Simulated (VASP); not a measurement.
# SnO2 (P4_2/mnm) in VASP: band structure with HSE06

Aim: the band structure of SnO2 with HSE06.

Everything below comes from runs of VASP 6.6.1. Logs are shortened: lines on timing, memory, paths and dates and some standing lists are left out, and cuts for length are marked.

### Step 1. The cell of the first run

It takes space group P4_2/mnm (No. 136, tetragonal). The conventional cell has a = 4.738 Å, b = 4.738 Å, c = 3.187 Å, α = 90.00°, β = 90.00°, γ = 90.00°. Sn (site symmetry mmm) has 6 O at 2.05 to 2.06 Å within 2.7 Å. Within 2.7 Å of O (site symmetry m2m) lie 3 Sn at 2.05 to 2.06 Å and 1 O at 2.59 Å.

### Step 2. Band structure, HSE06

POSCAR reads:

```
SnO2
1.0
    4.7380000000      0.0000000000      0.0000000000
    0.0000000000      4.7380000000      0.0000000000
    0.0000000000      0.0000000000      3.1865000000
Sn O
2 4
Direct
    0.5000000000      0.5000000000      0.5000000000
    0.0000000000      0.0000000000      0.0000000000
    0.8071000000      0.1929000000      0.5000000000
    0.6929000000      0.6929000000      0.0000000000
    0.1929000000      0.8071000000      0.5000000000
    0.3071000000      0.3071000000      0.0000000000
```

INCAR.step1 reads:

```
ALGO = Normal
EDIFF = 1E-5
ENCUT = 520
GGA = PE
ISIF = 2
ISMEAR = 0
KPAR = 4
LASPH = True
LCHARG = False
LREAL = False
LWAVE = True
NBANDS = 35
NELM = 60
PREC = Accurate
SIGMA = 0.02
```

INCAR.step2 reads:

```
ALGO = Normal
EDIFF = 1E-7
ENCUT = 520
GGA = PE
HFSCREEN = 0.2
ISIF = 2
ISMEAR = 0
ISTART = 1
KPAR = 4
LASPH = True
LCHARG = False
LHFCALC = True
LREAL = False
LWAVE = False
NBANDS = 35
NELM = 60
PREC = Accurate
PRECFOCK = Fast
SIGMA = 0.02
```

KPOINTS reads:

```
k-points
0
Gamma
  4 4 6
```

KPOINTS_OPT reads:

```
path GXMGZRAZ,XR,MA
12
line-mode
reciprocal
 0.0000000000  0.0000000000  0.0000000000  G
 0.0000000000  0.5000000000  0.0000000000  X

 0.0000000000  0.5000000000  0.0000000000  X
 0.5000000000  0.5000000000  0.0000000000  M

 0.5000000000  0.5000000000  0.0000000000  M
 0.0000000000  0.0000000000  0.0000000000  G

 0.0000000000  0.0000000000  0.0000000000  G
 0.0000000000  0.0000000000  0.5000000000  Z

 0.0000000000  0.0000000000  0.5000000000  Z
 0.0000000000  0.5000000000  0.5000000000  R

 0.0000000000  0.5000000000  0.5000000000  R
 0.5000000000  0.5000000000  0.5000000000  A

 0.5000000000  0.5000000000  0.5000000000  A
 0.0000000000  0.0000000000  0.5000000000  Z

 0.0000000000  0.5000000000  0.0000000000  X
 0.0000000000  0.5000000000  0.5000000000  R

 0.5000000000  0.5000000000  0.0000000000  M
 0.5000000000  0.5000000000  0.5000000000  A
```

Potentials or basis: VASP PAW PBE potentials, release 64 (Sn_d, O).

Started as:

```
> cat potpaw_PBE.64/Sn_d/POTCAR potpaw_PBE.64/O/POTCAR > POTCAR
> cp INCAR.step1 INCAR
> mpirun -np 4 vasp_std > vasp.out
> cp INCAR.step2 INCAR
> mpirun -np 4 vasp_std > vasp.out
```

OUTCAR:

```text
EDIFF = 1E-7
   ENCUT = 520
   GGA = PE
   HFSCREEN = 0.2
   ISIF = 2
   ISMEAR = 0
   ISTART = 1
   LASPH = True
   LHFCALC = True
   LREAL = False
   NELM = 60
   PREC = Accurate
   PRECFOCK = Fast

 ion  position               nearest neighbor table
   1  0.500  0.500  0.500-   4 2.05   6 2.05   4 2.05   6 2.05   5 2.06   3 2.06   2 3.71   2 3.71
                             2 3.71   2 3.71   2 3.71   2 3.71   2 3.71   2 3.71
   2  0.000  0.000  0.000-   3 2.05   5 2.05   3 2.05   5 2.05   4 2.06   6 2.06   1 3.71   1 3.71
                             1 3.71   1 3.71   1 3.71   1 3.71   1 3.71   1 3.71
   3  0.807  0.193  0.500-   2 2.05   2 2.05   1 2.06
   4  0.693  0.693  0.000-   1 2.05   1 2.05   2 2.06
   5  0.193  0.807  0.500-   2 2.05   2 2.05   1 2.06
   6  0.307  0.307  0.000-   1 2.05   1 2.05   2 2.06

  LATTYP: Found a simple tetragonal cell.
 ALAT       =     4.7380000000
 C/A-ratio  =     0.6725411566

  Lattice vectors:

 A1 = (   4.7380000000,   0.0000000000,   0.0000000000)
 A2 = (   0.0000000000,   4.7380000000,   0.0000000000)
 A3 = (   0.0000000000,   0.0000000000,   3.1865000000)

Analysis of symmetry for initial positions (statically):
=====================================================================
 Subroutine PRICEL returns:
 Original cell was already a primitive cell.

 Routine SETGRP: Setting up the symmetry group for a
 simple tetragonal supercell.

 Subroutine GETGRP returns: Found 16 space group operations
 (whereof  8 operations were pure point group operations)
 out of a pool of 16 trial point group operations.

The static configuration has the point symmetry D_2h.
 The point group associated with its full space group is D_4h.

Analysis of symmetry for dynamics (positions and initial velocities):
=====================================================================
 Subroutine PRICEL returns:
 Original cell was already a primitive cell.

 Routine SETGRP: Setting up the symmetry group for a
 simple tetragonal supercell.

 Subroutine GETGRP returns: Found 16 space group operations
 (whereof  8 operations were pure point group operations)
 out of a pool of 16 trial point group operations.

The dynamic configuration has the point symmetry D_2h.
 The point group associated with its full space group is D_4h.

 Subroutine INISYM returns: Found 16 space group operations
 (whereof  8 operations are pure point group operations),
 and found     1 'primitive' translations

----------------------------------------------------------------------------------------

                                     Primitive cell

  volume of cell :      71.5326

  direct lattice vectors                    reciprocal lattice vectors
     4.738000000  0.000000000  0.000000000     0.211059519  0.000000000  0.000000000
     0.000000000  4.738000000  0.000000000     0.000000000  0.211059519  0.000000000
     0.000000000  0.000000000  3.186500000     0.000000000  0.000000000  0.313823945

  length of vectors
     4.738000000  4.738000000  3.186500000     0.211059519  0.211059519  0.313823945

  position of ions in fractional coordinates (direct lattice)
     0.500000000  0.500000000  0.500000000
     0.000000000  0.000000000  0.000000000
     0.807100000  0.192900000  0.500000000
     0.692900000  0.692900000  0.000000000
     0.192900000  0.807100000  0.500000000
     0.307100000  0.307100000  0.000000000

  ion indices of the primitive-cell ions
   primitive index   ion index
                 1           1
                 2           2
                 3           3
                 4           4
                 5           5
                 6           6

----------------------------------------------------------------------------------------

 KPOINTS: k-points

Automatic generation of k-mesh.
 Grid dimensions read from file:
 generate k-points for:    4    4    6

 Generating k-lattice:

  Cartesian coordinates                     Fractional coordinates (reciprocal lattice)
     0.052764880  0.000000000  0.000000000     0.250000000  0.000000000  0.000000000
     0.000000000  0.052764880  0.000000000     0.000000000  0.250000000  0.000000000
     0.000000000  0.000000000  0.052303991     0.000000000  0.000000000  0.166666667

  Length of vectors
     0.052764880  0.052764880  0.052303991

  Shift w.r.t. Gamma in fractional coordinates (k-lattice)
     0.000000000  0.000000000  0.000000000

 Subroutine IBZKPT returns following result:
 ===========================================

 Found     24 irreducible k-points:

 Following reciprocal coordinates:
            Coordinates               Weight
  0.000000  0.000000  0.000000      1.000000
  0.250000  0.000000  0.000000      4.000000
  0.500000  0.000000  0.000000      2.000000
  0.250000  0.250000  0.000000      4.000000
  0.500000  0.250000  0.000000      4.000000
  0.500000  0.500000  0.000000      1.000000
[... 16 lines left out ...]
  0.500000  0.250000  0.500000      4.000000
  0.500000  0.500000  0.500000      1.000000
   k-points           NKPTS =     24   k-points in BZ     NKDIM =     96   number of bands    NBANDS=     35
   number of dos      NEDOS =    301   number of ions     NIONS =      6
   total plane-waves  NPLWV =  31104
   dimension x,y,z NGX =    36 NGY =   36 NGZ =   24
   dimension x,y,z NGXF=    72 NGYF=   72 NGZF=   48
   ions per type =               2   4
   NGX,Y,Z   is equivalent  to a cutoff of  12.63, 12.63, 12.52 a.u.
   NGXF,Y,Z  is equivalent  to a cutoff of  25.26, 25.26, 25.04 a.u.
 SYSTEM =  unknown system
   PREC   = accura    normal or accurate (medium, high low for compatibility)
   ISTART =      1    job   : 0-new  1-cont  2-samecut
   ICHARG =      0    charge: 1-file 2-atom 10-const
   ISPIN  =      1    spin polarized calculation?
   LNONCOLLINEAR =      F non collinear calculations
   LSORBIT =      F    spin-orbit coupling
   LASPH  =      T    aspherical Exc in radial PAW
   ENCUT  =  520.0 eV  38.22 Ry    6.18 a.u.   8.81  8.81  5.92*2*pi/ulx,y,z
   NELM   =     60;   NELMIN=  2; NELMDL=  0     # of ELM steps
   EDIFF  = 0.1E-06   stopping-criterion for ELM
   LREAL  =      F    real-space projection
   EDIFFG = 0.1E-05   stopping-criterion for IOM
   NSW    =      0    number of steps for IOM
   IBRION =     -1    ionic relax: 0-MD 1-quasi-New 2-CG
   NFREE  =      0    steps in history (QN), initial steepest desc. (CG)
   ISIF   =      2    stress and relaxation
   ISYM   =      3    0-nonsym 1-usesym 2-fastsym
   POTIM  = 0.5000    time-step for ionic-motion
   TEBEG  =    0.0;   TEEND  =   0.0 temperature during run
   PSTRESS=    0.0 pullay stress
   NELECT =      52.0000    total number of electrons
   NUPDOWN=      -1.0000    fix difference up-down
   EMIN   =  10.00;   EMAX   =-10.00  energy-range for DOS
   EFERMI =   0.00;   METHOD = LEGACY
   ISMEAR =     0;   SIGMA  =   0.02  broadening in eV -4-tet -1-fermi 0-gaus
   EFERMI_NEDOS =   21; number of points for ismear=-14 and -15
   IALGO  =     38    algorithm
   IMIX   =      1    mixing-type and parameters
     AMIX     =   0.40;   BMIX     =  1.00
     AMIX_MAG =   1.60;   BMIX_MAG =  1.00
  volume/ion in A,a.u.               =      11.92        80.45
  Fermi-wavevector in a.u.,A,eV,Ry     =   1.472000  2.781677 29.480903  2.166785
  Thomas-Fermi vector in A             =   2.587068
   LORBIT       =      0    0 simple, 1 ext, 2 COOP (PROOUT), +10 PAW based schemes
   GGA     = PE    functional components
   LHFCALC =     T    Hartree Fock is set to
   PRECFOCK=fast      Normal, Fast or Accurate (Low or Medium for compatibility)
   ENCUT4O =  -1.0   cutoff for four orbital integrals eV
   NKREDX  =     1    reduce k-point grid by
   NKREDY  =     1    reduce k-point grid by
   NKREDZ  =     1    reduce k-point grid by
   AEXX    =    0.2500 exact exchange contribution
   HFSCREEN=    0.2000 screening length (either q_TF or 0.3 A-1)
   HFSCREENC=   0.2000 screening length for correlation (either q_TF or 0.3 A-1)
   ENCUTFOCK=  -1.0 apply spherical cutoff to Coloumb kernel
   IVDW    =     0    specifies the selected vdW correction
   LEPSILON=     F    determine dielectric tensor
   LRPA    =     F    only Hartree local field effects (RPA)
 non-spin polarized calculation
 Gauss-broadening in eV      SIGMA  =   0.02
  energy-cutoff  :      520.00
  volume of cell :       71.53
 maximum number of plane-waves:      1992
 NGX is ok and might be reduce to    36
  NGX = 20; NGY = 20; NGZ = 14

 number of electron      51.9999993 magnetization

 Free energy of the ion-electron system (eV)
  ---------------------------------------------------
  ext. energy  EPLUGINS =         0.00000000
  ---------------------------------------------------
  free energy    TOTEN  =       -47.47918114 eV

  energy without entropy =      -47.47918114  energy(sigma->0) =      -47.47918114

 E-fermi :   4.9337     XC(G=0):  -9.2103

 val. band max:        4.7815601586   @ k =   0.0000   0.0000   0.0000
 cond. band min:       7.8349144365   @ k =   0.0000   0.0000   0.0000
 fundamental gap:      3.0533542779
 Fermi energy:         4.9336618945

 k-point     1 :       0.0000    0.0000    0.0000
  band No.  band energies     occupation
      1     -17.6965      2.00000
      2     -16.8051      2.00000
      3     -16.4801      2.00000
      4     -16.4801      2.00000
      5     -16.4478      2.00000
      6     -16.3945      2.00000
[... 27 lines left out ...]
     34      19.2966      0.00000
     35      19.5534      0.00000

 k-point     2 :       0.2500    0.0000    0.0000
  band No.  band energies     occupation
      1     -17.5910      2.00000
      2     -16.9408      2.00000
      3     -16.4767      2.00000
      4     -16.4765      2.00000
      5     -16.4565      2.00000
      6     -16.4516      2.00000
[... 27 lines left out ...]
     34      19.1395      0.00000
     35      19.4849      0.00000
[... 796 lines left out ...]
     34      18.7634      0.00000
     35      19.7267      0.00000

 k-point    24 :       0.5000    0.5000    0.5000
  band No.  band energies     occupation
      1     -17.4328      2.00000
      2     -17.4328      2.00000
      3     -16.8782      2.00000
      4     -16.8782      2.00000
      5     -16.2820      2.00000
      6     -16.2820      2.00000
[... 27 lines left out ...]
     34      18.4304      0.00000
     35      20.0257      0.00000

------------------------ aborting loop because EDIFF is reached ----------------------------------------

  FORCE on cell =-STRESS in cart. coord.  units (eV):
  Direction    XX          YY          ZZ          XY          YZ          ZX
  --------------------------------------------------------------------------------------
  -------------------------------------------------------------------------------------
  Total        1.1029894      1.1029894      1.2711237      0.0000000      0.0000000      0.0000000
  in kB       24.7046030     24.7046030     28.4704524      0.0000000      0.0000000      0.0000000
  external PRESSURE =      25.9598862 kB  Pullay stress =       0.0000000 kB

 VOLUME and BASIS-vectors are now :
 -----------------------------------------------------------------------------
  energy-cutoff  :      520.00
  volume of cell :       71.53
      direct lattice vectors                 reciprocal lattice vectors
     4.738000000  0.000000000  0.000000000     0.211059519  0.000000000  0.000000000
     0.000000000  4.738000000  0.000000000     0.000000000  0.211059519  0.000000000
     0.000000000  0.000000000  3.186500000     0.000000000  0.000000000  0.313823945

 POSITION                                       TOTAL-FORCE (eV/Angst)
 -----------------------------------------------------------------------------------
      2.36900      2.36900      1.59325         0.000000     -0.000000      0.000000
      0.00000      0.00000      0.00000         0.000000     -0.000000      0.000000
      3.82404      0.91396      1.59325        -0.140517      0.140517      0.000000
      3.28296      3.28296      0.00000         0.140517      0.140517      0.000000
      0.91396      3.82404      1.59325         0.140517     -0.140517      0.000000
      1.45504      1.45504      0.00000        -0.140517     -0.140517      0.000000
 -----------------------------------------------------------------------------------
    total drift:                                0.000000      0.000005     -0.000008

  FREE ENERGIE OF THE ION-ELECTRON SYSTEM (eV)
  ---------------------------------------------------
  free  energy   TOTEN  =       -47.4791811361 eV

  energy  without entropy=      -47.4791811361  energy(sigma->0) =      -47.47918114
```

Run time: 79 min. Hardware: 4 MPI ranks of Intel Xeon 6975P-C (Granite Rapids), shared host; peak memory 0.44 GiB.

Results:

| Property | Result |
| --- | --- |
| Free energy | -47.4792 eV |
| Pressure | 2.6 GPa |
| Largest force | 0.199 eV/Å |
| Band gap on the k mesh | 3.05 eV |
| Band gap along the path | 3.05 eV |

Forces in eV/Å, atoms in the order of the input:
```
Sn   0.000  0.000  0.000
Sn   0.000  0.000  0.000
O   -0.141  0.141  0.000
O    0.141  0.141  0.000
O    0.141 -0.141  0.000
O   -0.141 -0.141  0.000
```

Levels at the corners of the path, in eV from the valence-band top:
```tsv
point	band 23	band 24	band 25	band 26	band 27	band 28	band 29	band 30
Γ	-1.03	-0.71	-0.71	0.00	3.05	8.21	8.26	8.26
X	-0.97	-0.97	-0.60	-0.60	6.37	6.37	9.04	9.04
X	-0.97	-0.97	-0.60	-0.60	6.37	6.37	9.04	9.04
M	-1.11	-1.11	-0.98	-0.98	6.84	6.84	9.50	9.50
M	-1.11	-1.11	-0.98	-0.98	6.84	6.84	9.50	9.50
Γ	-1.03	-0.71	-0.71	0.00	3.05	8.21	8.26	8.26
Γ	-1.03	-0.71	-0.71	0.00	3.05	8.21	8.26	8.26
Z	-1.77	-1.77	-1.36	-1.36	8.41	8.41	11.87	11.87
Z	-1.77	-1.77	-1.36	-1.36	8.41	8.41	11.87	11.87
R	-1.16	-1.16	-0.50	-0.50	8.70	8.70	10.10	10.10
R	-1.16	-1.16	-0.50	-0.50	8.70	8.70	10.10	10.10
A	-0.97	-0.97	-0.91	-0.91	6.93	6.93	10.87	10.87
A	-0.97	-0.97	-0.91	-0.91	6.93	6.93	10.87	10.87
Z	-1.77	-1.77	-1.36	-1.36	8.41	8.41	11.87	11.87
X	-0.97	-0.97	-0.60	-0.60	6.37	6.37	9.04	9.04
R	-1.16	-1.16	-0.50	-0.50	8.70	8.70	10.10	10.10
M	-1.11	-1.11	-0.98	-0.98	6.84	6.84	9.50	9.50
A	-0.97	-0.97	-0.91	-0.91	6.93	6.93	10.87	10.87
```

Caveat: the PAW data sets were made with another functional, which shifts forces and pressure a little; spin-orbit coupling is left out, which moves the levels of the heavy elements.
